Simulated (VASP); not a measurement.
# VN2 (I4/mcm) in VASP: single point with PBE

Aim: the single point of VN2 with PBE.

Everything below comes from runs of VASP 6.6.1. Logs are shortened: lines on timing, memory, paths and dates and some standing lists are left out, and cuts for length are marked.

## (1) The cell of the first run

Symmetry: I4/mcm, No. 140, tetragonal system. Conventional cell: a = 4.307 Å, b = 4.307 Å, c = 4.968 Å, α = 90.00°, β = 90.00°, γ = 90.00°. V (site symmetry 422) has 8 N at 2.13 Å and 2 V at 2.48 Å within 2.8 Å. N (site symmetry m2m) has 1 N at 1.38 Å within 1.8 Å.

## (2) Single point, PBE

File POSCAR:

```
VN2
1.0
   -2.1533489897      2.1533489897      2.4842410743
    2.1533489897     -2.1533489897      2.4842410743
    2.1533489897      2.1533489897     -2.4842410743
V N
2 4
Direct
    0.2500000000      0.2500000000      0.0000000000
    0.7500000000      0.7500000000      0.0000000000
    0.1135731475      0.6135731475      0.7271462950
    0.6135731475      0.8864268525      0.5000000000
    0.8864268525      0.3864268525      0.2728537050
    0.3864268525      0.1135731475      0.5000000000
```

File INCAR.step1:

```
PREC = Accurate ; ENCUT = 520
EDIFF = 1E-6 ; ISMEAR = 0
SIGMA = 0.1 ; LREAL = False
LASPH = True ; NELM = 100
ALGO = Normal ; ISIF = 2
LWAVE = False ; LCHARG = True
LMAXMIX = 4 ; GGA = PE
NBANDS = 32
```

File KPOINTS.step1:

```
regular mesh
0
Gamma
  12 12 12
```

File INCAR.step2:

```
PREC = Accurate ; ENCUT = 520
EDIFF = 1E-6 ; ISMEAR = -5
SIGMA = 0.1 ; LREAL = False
LASPH = True ; NELM = 100
ALGO = Normal ; ISIF = 2
LWAVE = False ; LCHARG = False
LMAXMIX = 4 ; GGA = PE
LORBIT = 11 ; NEDOS = 1001
ICHARG = 11
```

File KPOINTS.step2:

```
regular mesh
0
Gamma
  18 18 18
```

Potentials or basis: VASP PAW PBE potentials, release 64 (V_sv, N).

Launch:

```
> cat potpaw_PBE.64/V_sv/POTCAR potpaw_PBE.64/N/POTCAR > POTCAR
> cp INCAR.step1 INCAR
> cp KPOINTS.step1 KPOINTS
> mpirun -np 1 vasp_std > vasp.out
> cp INCAR.step2 INCAR
> cp KPOINTS.step2 KPOINTS
> mpirun -np 1 vasp_std > vasp.out
```

OUTCAR:

```text
PREC = Accurate
   ENCUT = 520
   EDIFF = 1E-6
   ISMEAR = -5
   LREAL = False
   LASPH = True
   NELM = 100
   ISIF = 2
   GGA = PE
   LORBIT = 11
   ICHARG = 11

 ion  position               nearest neighbor table
   1  0.250  0.250  0.000-   5 2.13   4 2.13   3 2.13   5 2.13   6 2.13   6 2.13   3 2.13   4 2.13
                             2 2.48   2 2.48
   2  0.750  0.750  0.000-   6 2.13   5 2.13   3 2.13   4 2.13   5 2.13   4 2.13   6 2.13   3 2.13
                             1 2.48   1 2.48
   3  0.114  0.614  0.727-   5 1.38   1 2.13   1 2.13   2 2.13   2 2.13
   4  0.614  0.886  0.500-   6 1.38   2 2.13   1 2.13   2 2.13   1 2.13
   5  0.886  0.386  0.273-   3 1.38   2 2.13   1 2.13   2 2.13   1 2.13
   6  0.386  0.114  0.500-   4 1.38   1 2.13   2 2.13   1 2.13   2 2.13

  LATTYP: Found a body centered tetragonal cell.
 ALAT       =     4.3066979794
 C/A-ratio  =     1.1536639375

  Lattice vectors:

 A1 = (  -2.1533489897,   2.1533489897,   2.4842410743)
 A2 = (   2.1533489897,  -2.1533489897,   2.4842410743)
 A3 = (   2.1533489897,   2.1533489897,  -2.4842410743)

Analysis of symmetry for initial positions (statically):
=====================================================================
 Subroutine PRICEL returns:
 Original cell was already a primitive cell.

 Routine SETGRP: Setting up the symmetry group for a
 body centered tetragonal supercell.

 Subroutine GETGRP returns: Found 16 space group operations
 (whereof  8 operations were pure point group operations)
 out of a pool of 16 trial point group operations.

The static configuration has the point symmetry C_4h.
 The point group associated with its full space group is D_4h.

Analysis of symmetry for dynamics (positions and initial velocities):
=====================================================================
 Subroutine PRICEL returns:
 Original cell was already a primitive cell.

 Routine SETGRP: Setting up the symmetry group for a
 body centered tetragonal supercell.

 Subroutine GETGRP returns: Found 16 space group operations
 (whereof  8 operations were pure point group operations)
 out of a pool of 16 trial point group operations.

The dynamic configuration has the point symmetry C_4h.
 The point group associated with its full space group is D_4h.

 Subroutine INISYM returns: Found 16 space group operations
 (whereof  8 operations are pure point group operations),
 and found     1 'primitive' translations

----------------------------------------------------------------------------------------

                                     Primitive cell

  volume of cell :      46.0768

  direct lattice vectors                    reciprocal lattice vectors
    -2.153348990  2.153348990  2.484241074     0.000000000  0.232196454  0.201268711
     2.153348990 -2.153348990  2.484241074     0.232196454  0.000000000  0.201268711
     2.153348990  2.153348990 -2.484241074     0.232196454  0.232196454  0.000000000

  length of vectors
     3.930048022  3.930048022  3.930048022     0.307285352  0.307285352  0.328375375

  position of ions in fractional coordinates (direct lattice)
     0.250000000  0.250000000  0.000000000
     0.750000000  0.750000000  0.000000000
     0.113573147  0.613573147  0.727146295
     0.613573147  0.886426853  0.500000000
     0.886426853  0.386426853  0.272853705
     0.386426853  0.113573147  0.500000000

  ion indices of the primitive-cell ions
   primitive index   ion index
                 1           1
                 2           2
                 3           3
                 4           4
                 5           5
                 6           6

----------------------------------------------------------------------------------------

 KPOINTS: regular mesh

Automatic generation of k-mesh.
 Grid dimensions read from file:
 generate k-points for:   18   18   18

 Generating k-lattice:

  Cartesian coordinates                     Fractional coordinates (reciprocal lattice)
     0.000000000  0.012899803  0.011181595     0.055555556 -0.000000000  0.000000000
     0.012899803  0.000000000  0.011181595    -0.000000000  0.055555556  0.000000000
     0.012899803  0.012899803  0.000000000     0.000000000  0.000000000  0.055555556

  Length of vectors
     0.017071408  0.017071408  0.018243076

  Shift w.r.t. Gamma in fractional coordinates (k-lattice)
     0.000000000  0.000000000  0.000000000

 TETIRR: Found   7414 inequivalent tetrahedra from    34992

 Subroutine IBZKPT returns following result:
 ===========================================

 Found    480 irreducible k-points:

 Following reciprocal coordinates:
            Coordinates               Weight
  0.000000  0.000000  0.000000      1.000000
  0.055556  0.000000 -0.000000      8.000000
  0.111111  0.000000 -0.000000      8.000000
  0.166667 -0.000000  0.000000      8.000000
  0.222222  0.000000  0.000000      8.000000
  0.277778  0.000000  0.000000      8.000000
[... 16 lines left out ...]
 -0.277778  0.055556 -0.000000     16.000000
 -0.222222  0.055556 -0.000000     16.000000
 [... further k-points ...]
   k-points           NKPTS =    480   k-points in BZ     NKDIM =    480   number of bands    NBANDS=     27
   number of dos      NEDOS =   1001   number of ions     NIONS =      6
   total plane-waves  NPLWV =  27000
   dimension x,y,z NGX =    30 NGY =   30 NGZ =   30
   dimension x,y,z NGXF=    60 NGYF=   60 NGZF=   60
   ions per type =               2   4
   NGX,Y,Z   is equivalent  to a cutoff of  12.69, 12.69, 12.69 a.u.
   NGXF,Y,Z  is equivalent  to a cutoff of  25.38, 25.38, 25.38 a.u.
 SYSTEM =  unknown system
   PREC   = accura    normal or accurate (medium, high low for compatibility)
   ISTART =      0    job   : 0-new  1-cont  2-samecut
   ICHARG =     11    charge: 1-file 2-atom 10-const
   ISPIN  =      1    spin polarized calculation?
   LNONCOLLINEAR =      F non collinear calculations
   LSORBIT =      F    spin-orbit coupling
   LASPH  =      T    aspherical Exc in radial PAW
   ENCUT  =  520.0 eV  38.22 Ry    6.18 a.u.   7.31  7.31  7.31*2*pi/ulx,y,z
   NELM   =    100;   NELMIN=  2; NELMDL=  0     # of ELM steps
   EDIFF  = 0.1E-05   stopping-criterion for ELM
   LREAL  =      F    real-space projection
   EDIFFG = 0.1E-04   stopping-criterion for IOM
   NSW    =      0    number of steps for IOM
   IBRION =     -1    ionic relax: 0-MD 1-quasi-New 2-CG
   NFREE  =      0    steps in history (QN), initial steepest desc. (CG)
   ISIF   =      2    stress and relaxation
   ISYM   =      2    0-nonsym 1-usesym 2-fastsym
   POTIM  = 0.5000    time-step for ionic-motion
   TEBEG  =    0.0;   TEEND  =   0.0 temperature during run
   PSTRESS=    0.0 pullay stress
   NELECT =      46.0000    total number of electrons
   NUPDOWN=      -1.0000    fix difference up-down
   EMIN   =  10.00;   EMAX   =-10.00  energy-range for DOS
   EFERMI =   0.00;   METHOD = LEGACY
   ISMEAR =    -5;   SIGMA  =   0.10  broadening in eV -4-tet -1-fermi 0-gaus
   EFERMI_NEDOS =   21; number of points for ismear=-14 and -15
   IALGO  =     38    algorithm
   IMIX   =      4    mixing-type and parameters
     AMIX     =   0.40;   BMIX     =  1.00
     AMIX_MAG =   1.60;   BMIX_MAG =  1.00
  volume/ion in A,a.u.               =       7.68        51.82
  Fermi-wavevector in a.u.,A,eV,Ry     =   1.636188  3.091947 36.424317  2.677112
  Thomas-Fermi vector in A             =   2.727536
   LORBIT       =     11    0 simple, 1 ext, 2 COOP (PROOUT), +10 PAW based schemes
   GGA     = PE    functional components
   LHFCALC =     F    Hartree Fock is set to
   AEXX    =    0.0000 exact exchange contribution
   IVDW    =     0    specifies the selected vdW correction
   LEPSILON=     F    determine dielectric tensor
   LRPA    =     F    only Hartree local field effects (RPA)
 non-spin polarized calculation
 Fermi weights with tetrahedron method with Bloechl corrections
  energy-cutoff  :      520.00
  volume of cell :       46.08
 maximum number of plane-waves:      1268
 NGX is ok and might be reduce to    30

 number of electron      46.0000009 magnetization

 Free energy of the ion-electron system (eV)
  ---------------------------------------------------
  ext. energy  EPLUGINS =         0.00000000
  ---------------------------------------------------
  free energy    TOTEN  =       -53.34628458 eV

  energy without entropy =      -53.34628458  energy(sigma->0) =      -53.34628458

 E-fermi :  11.4635     XC(G=0): -13.6633

 val. band max:       11.5255805363   @ k =   0.2778   0.2222   0.2222
 cond. band min:      11.4120117564   @ k =   0.5000   0.5000   0.5000
 fundamental gap:     -0.1135687799
 Fermi energy:        11.4635335646

 k-point     1 :       0.0000    0.0000    0.0000
  band No.  band energies     occupation
      1     -54.1497      2.00000
      2     -53.9850      2.00000
      3     -28.2396      2.00000
      4     -28.0000      2.00000
      5     -28.0000      2.00000
      6     -27.9944      2.00000
[... 19 lines left out ...]
     26      12.4183      0.00000
     27      12.7522      0.00000

 k-point     2 :       0.0556    0.0000   -0.0000
  band No.  band energies     occupation
      1     -54.1484      2.00000
      2     -53.9862      2.00000
      3     -28.2335      2.00000
      4     -28.0003      2.00000
      5     -28.0002      2.00000
      6     -27.9950      2.00000
[... 19 lines left out ...]
     26      12.4691      0.00000
     27      12.7093      0.00000

 k-point     3 :       0.1111    0.0000   -0.0000
  band No.  band energies     occupation
      1     -54.1447      2.00000
      2     -53.9899      2.00000
      3     -28.2154      2.00000
      4     -28.0013      2.00000
      5     -28.0008      2.00000
      6     -27.9965      2.00000
[... 594 lines left out ...]
      1     -54.1283      2.00000
      2     -54.0057      2.00000
      3     -28.1498      2.00000
      4     -28.0248      2.00000
      5     -28.0065      2.00000
      6     -27.9974      2.00000
[... 19 lines left out ...]
     26      12.3808      0.00000
     27      12.8358      0.00000

 k-point    24 :      -0.2222    0.0556   -0.0000
  band No.  band energies     occupation
      1     -54.1369      2.00000
      2     -53.9973      2.00000
      3     -28.1896      2.00000
      4     -28.0189      2.00000
      5     -28.0046      2.00000
      6     -27.9957      2.00000
[... 19 lines left out ...]
     26      12.3441      0.00000
     27      12.7613      0.00000

 [... further k-points ...]
[... 5 lines left out ...]
  --------------------------------------------------------------------------------------
  -------------------------------------------------------------------------------------
  Total        0.2717871      0.2717871     -0.3375417      0.0000000      0.0000000      0.0000000
  in kB        9.4505439      9.4505439    -11.7369536      0.0000000      0.0000000      0.0000000
  external PRESSURE =       2.3880447 kB  Pullay stress =       0.0000000 kB

 VOLUME and BASIS-vectors are now :
 -----------------------------------------------------------------------------
  energy-cutoff  :      520.00
  volume of cell :       46.08
      direct lattice vectors                 reciprocal lattice vectors
    -2.153348990  2.153348990  2.484241074     0.000000000  0.232196454  0.201268711
     2.153348990 -2.153348990  2.484241074     0.232196454  0.000000000  0.201268711
     2.153348990  2.153348990 -2.484241074     0.232196454  0.232196454  0.000000000

 POSITION                                       TOTAL-FORCE (eV/Angst)
 -----------------------------------------------------------------------------------
      0.00000      0.00000      1.24212        -0.000000      0.000000      0.000000
      0.00000      0.00000      3.72636        -0.000000      0.000000      0.000000
      2.64247      0.48913      0.00000         0.020200      0.020200      0.000000
      1.66422      0.48913      2.48424        -0.020200      0.020200      0.000000
     -0.48913      1.66422      2.48424        -0.020200     -0.020200     -0.000000
      0.48913      1.66422      0.00000         0.020200     -0.020200      0.000000
 -----------------------------------------------------------------------------------
    total drift:                                0.000000     -0.000000      0.000000

  FREE ENERGIE OF THE ION-ELECTRON SYSTEM (eV)
  ---------------------------------------------------
  free  energy   TOTEN  =       -53.3462845774 eV

  energy  without entropy=      -53.3462845774  energy(sigma->0) =      -53.34628458

 total charge

# of ion       s       p       d       tot
------------------------------------------
    1        2.249   6.283   3.114  11.646
    2        2.249   6.283   3.114  11.646
    3        1.251   2.509   0.000   3.760
    4        1.251   2.509   0.000   3.760
    5        1.251   2.509   0.000   3.760
    6        1.251   2.509   0.000   3.760
--------------------------------------------------
tot          9.502  22.601   6.228  38.331
```

Run time: 6.1 min. Hardware: 1 thread of Intel Xeon Platinum 8488C (Sapphire Rapids), shared host; peak memory 0.56 GiB.

What came out:

```yaml
Valence_electrons_inside_the_program's_atomic_spheres: V 11.65; N 3.76
```

Caveat: the run has no spin polarisation, though such a crystal can be magnetic.
